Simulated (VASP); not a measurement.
Wanted: the native input for a VASP 6.6.1 run.

* Task: single point
* Functional: PBEsol
* Potentials or basis: VASP PAW PBE potentials, release 64 (Ti_sv, C)
* Cutoff: 520 eV
* k mesh: 12 × 12 × 14
* Occupations: gaussian, width 0.1 eV
* Spin: no spin polarisation
* Dipole correction: no
* Further INCAR settings: ALGO = Normal; EDIFF = 1e-06; NBANDS = 15; ISYM = 0

The structure of TiC lies in POSCAR:

```
TiC
1.0
    3.0358717278      0.0000000000      0.0000000000
   -1.5179358639      2.6291420389      0.0000000000
    1.5179358639      0.8763806796      2.4787788859
Ti C
1 1
Direct
    0.0000000000      0.0000000000      0.0000000000
    0.0000000000      0.5000000000      0.5000000000
```

The input as run:

INCAR

```
PREC     = Accurate       # precision mode
ENCUT    = 520            # plane-wave cutoff, eV
EDIFF    = 1E-6           # SCF threshold, eV
ISMEAR   = 0              # smearing method
SIGMA    = 0.1            # smearing width, eV
LREAL    = False          # projectors in reciprocal space
LASPH    = True           # aspherical terms in the spheres
NELM     = 60             # most SCF steps
ALGO     = Normal         # electronic algorithm
ISIF     = 2              # what is computed and relaxed
LWAVE    = False          # write WAVECAR
LCHARG   = False          # write CHGCAR
GGA      = PS             # functional
ISYM     = 0            
NBANDS   = 15             # bands
```

KPOINTS

```
Automatic mesh
0
Gamma
  12 12 14
```

Potentials or basis: VASP PAW PBE potentials, release 64 (Ti_sv, C).

Launch:

```bash
$ cat potpaw_PBE.64/Ti_sv/POTCAR potpaw_PBE.64/C/POTCAR > POTCAR
$ mpirun -np 1 vasp_std > vasp.out
```

Results of the run:

The pressure is 0.3 GPa. The band gap on the k mesh is zero (bands 8 and 9 overlap by 1.08 eV).

Caveat: the PAW data sets were made with another functional, which shifts forces and pressure a little.

It took 110 s on 1 thread of Intel(R) Xeon(R) Platinum 8559C (Emerald Rapids), on a shared host, peak memory 0.4 GiB.
